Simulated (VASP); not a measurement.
# Na (P6_3/mmc) in VASP: a series of runs, part 2 of 2

VASP 6.6.1. The steps go on from the part before.

### 4 Single point, PBEsol (40.08 Å³/atom)

This run uses another cell than the first one, of 40.08 Å³/atom.

File INCAR:

```
PREC     = Accurate       # precision mode
ENCUT    = 520            # plane-wave cutoff, eV
EDIFF    = 1E-6           # SCF threshold, eV
ISMEAR   = -1             # smearing method
SIGMA    = 0.05           # smearing width, eV
LREAL    = F              # projectors in reciprocal space
LASPH    = T              # aspherical terms in the spheres
NELM     = 80             # most SCF steps
ALGO     = Normal         # electronic algorithm
ISIF     = 2              # what is computed and relaxed
LWAVE    = F              # write WAVECAR
LCHARG   = T              # write CHGCAR
GGA      = PS             # functional
LELF     = T              # ELF
LVHAR    = T            
NBANDS   = 14             # bands
```

File KPOINTS:

```
Automatic mesh
0
Gamma
  13 13 7
```

File POSCAR:

```
Na
1.0
    3.8408825192      0.0000000000      0.0000000000
   -1.9204412596      3.3263018346      0.0000000000
    0.0000000000      0.0000000000      6.2746973092
Na
2
Direct
    0.3333333333      0.6666666667      0.2500000000
    0.6666666667      0.3333333333      0.7500000000
```

Potentials or basis: VASP PAW PBE potentials, release 64 (Na_pv).

Command:

```sh
$ cat potpaw_PBE.64/Na_pv/POTCAR > POTCAR
$ mpirun -np 1 vasp_std > vasp.out
```

OUTCAR:

```text
PREC = Accurate
   ENCUT = 520
   EDIFF = 1E-6
   ISMEAR = -1
   LREAL = F
   LASPH = T
   NELM = 80
   ISIF = 2
   GGA = PS

 ion  position               nearest neighbor table
   1  0.333  0.667  0.250-
   2  0.667  0.333  0.750-

  LATTYP: Found a hexagonal cell.
 ALAT       =     3.8408825192
 C/A-ratio  =     1.6336603054

  Lattice vectors:

 A1 = (   3.8408825192,   0.0000000000,   0.0000000000)
 A2 = (  -1.9204412596,   3.3263018346,   0.0000000000)
 A3 = (   0.0000000000,   0.0000000000,   6.2746973092)

Analysis of symmetry for initial positions (statically):
=====================================================================
 Subroutine PRICEL returns:
 Original cell was already a primitive cell.

 Routine SETGRP: Setting up the symmetry group for a
 hexagonal supercell.

 Subroutine GETGRP returns: Found 24 space group operations
 (whereof 12 operations were pure point group operations)
 out of a pool of 24 trial point group operations.

[... 167 lines left out ...]
 cond. band min:       0.1111691000   @ k =   0.1538   0.0000   0.1429
 fundamental gap:      0.0703667790
 Fermi energy:         0.0857221578

 k-point     1 :       0.0000    0.0000    0.0000
  band No.  band energies     occupation
      1     -24.7797      2.00000
      2     -24.7574      2.00000
      3     -24.7574      2.00000
      4     -24.7536      2.00000
      5     -24.7536      2.00000
      6     -24.7531      2.00000
      7      -3.0238      2.00000
      8       0.6310      0.00004
      9       0.9831      0.00000
     10       9.6448      0.00000
     11       9.6449      0.00000
     12       9.9198      0.00000
     13       9.9198      0.00000
     14      10.1313      0.00000
[... 377 lines left out ...]
      1     -24.7767      2.00000
      2     -24.7613      2.00000
      3     -24.7588      2.00000
      4     -24.7585      2.00000
      5     -24.7546      2.00000
      6     -24.7545      2.00000
      7      -2.6128      2.00000
      8       0.1112      0.75088
      9       2.2593      0.00000
     10       6.5605      0.00000
     11       8.3243      0.00000
     12       8.4514      0.00000
     13       9.2084      0.00000
     14      10.1418      0.00000

 [... further k-points ...]
[... 5 lines left out ...]
  --------------------------------------------------------------------------------------
  -------------------------------------------------------------------------------------
  Total       -0.3193707     -0.3193707     -0.2694353      0.0000000      0.0000000      0.0000000
  in kB       -6.3829316     -6.3829316     -5.3849248      0.0000000      0.0000000      0.0000000
  external PRESSURE =      -6.0502627 kB  Pullay stress =       0.0000000 kB

 VOLUME and BASIS-vectors are now :
 -----------------------------------------------------------------------------
  energy-cutoff  :      520.00
  volume of cell :       80.17
      direct lattice vectors                 reciprocal lattice vectors
     3.840882519  0.000000000  0.000000000     0.260356831  0.150317086  0.000000000
    -1.920441260  3.326301835  0.000000000     0.000000000  0.300634173  0.000000000
     0.000000000  0.000000000  6.274697309     0.000000000  0.000000000  0.159370237

 POSITION                                       TOTAL-FORCE (eV/Angst)
 -----------------------------------------------------------------------------------
     -0.00000      2.21753      1.56867         0.000000     -0.000000     -0.000000
      1.92044      1.10877      4.70602        -0.000000      0.000000      0.000000
 -----------------------------------------------------------------------------------
    total drift:                               -0.000000      0.000000      0.000000

  FREE ENERGIE OF THE ION-ELECTRON SYSTEM (eV)
  ---------------------------------------------------
  free  energy   TOTEN  =        -2.7865190555 eV

  energy  without entropy=       -2.7783082868  energy(sigma->0) =       -2.78241367
```

OSZICAR:

```text
N       E                     dE             d eps       ncg     rms          rms(c)
DAV:   1     0.986921658061E+02    0.98692E+02   -0.74760E+03  2352   0.939E+02
DAV:   2     0.120017609384E+01   -0.97492E+02   -0.96535E+02  2424   0.271E+02
DAV:   3    -0.273468088573E+01   -0.39349E+01   -0.39317E+01  3072   0.629E+01
DAV:   4    -0.278893033966E+01   -0.54249E-01   -0.54248E-01  2592   0.790E+00
DAV:   5    -0.279016046340E+01   -0.12301E-02   -0.12301E-02  3060   0.123E+00    0.320E-01
DAV:   6    -0.278731105123E+01    0.28494E-02   -0.46990E-03  2880   0.105E+00    0.198E-01
DAV:   7    -0.278660877516E+01    0.70228E-03   -0.43151E-03  2958   0.870E-01    0.658E-02
DAV:   8    -0.278651824583E+01    0.90529E-04   -0.47356E-04  3006   0.386E-01    0.428E-03
DAV:   9    -0.278651905547E+01   -0.80964E-06   -0.49799E-06  2706   0.274E-02
   1 F= -.27865191E+01 E0= -.27824137E+01  d E =-.821077E-02
```

It took 46 s on 1 thread of Intel Xeon Platinum 8488C (Sapphire Rapids), shared host; peak memory 0.22 GiB.

Results:

```yaml
Free_energy: -2.7865 eV
Pressure: -0.6 GPa
Band_gap_on_the_k_mesh: zero (bands 7 and 8 overlap by 3.22 eV)
```

Stress tensor (GPa, compression positive):
```
-0.64  0.00  0.00
 0.00 -0.64  0.00
 0.00  0.00 -0.54
```

Levels at points of the mesh, in eV from the Fermi level:
| k point | band 4 | band 5 | band 6 | band 7 | band 8 | band 9 | band 10 | band 11 |
| --- | --- | --- | --- | --- | --- | --- | --- | --- |
| (0.00, 0.00, 0.00) | -24.84 | -24.84 | -24.84 | -3.11 | 0.55 | 0.90 | 9.56 | 9.56 |

Caveat: the PAW data sets were made with another functional, which shifts forces and pressure a little.

### 5 Overview

```csv
cell,gap on the mesh (eV),pressure (GPa)
"a = 3.767, b = 3.767, c = 6.339 Å, angles 90.0, 90.0, 120.0°, 2 atoms",none,-0.4
"a = 3.817, b = 3.817, c = 6.235 Å, angles 90.0, 90.0, 120.0°, 2 atoms",none,-0.5
"a = 3.841, b = 3.841, c = 6.275 Å, angles 90.0, 90.0, 120.0°, 2 atoms",none,-0.6
```

Alike in all rows: task single point; level PBEsol; potentials or basis VASP PAW PBE potentials, release 64 (Na_pv); no spin polarisation; k mesh 13 × 13 × 7; cutoff (eV) 520; smearing fermi-dirac 0.05 eV.

Caveats: the PAW data sets were made with another functional, which shifts forces and pressure a little.

Absolute energies hang on the potentials; compare differences alone.

The gap in the log of VASP goes by the Fermi energy; the results here count the filled bands.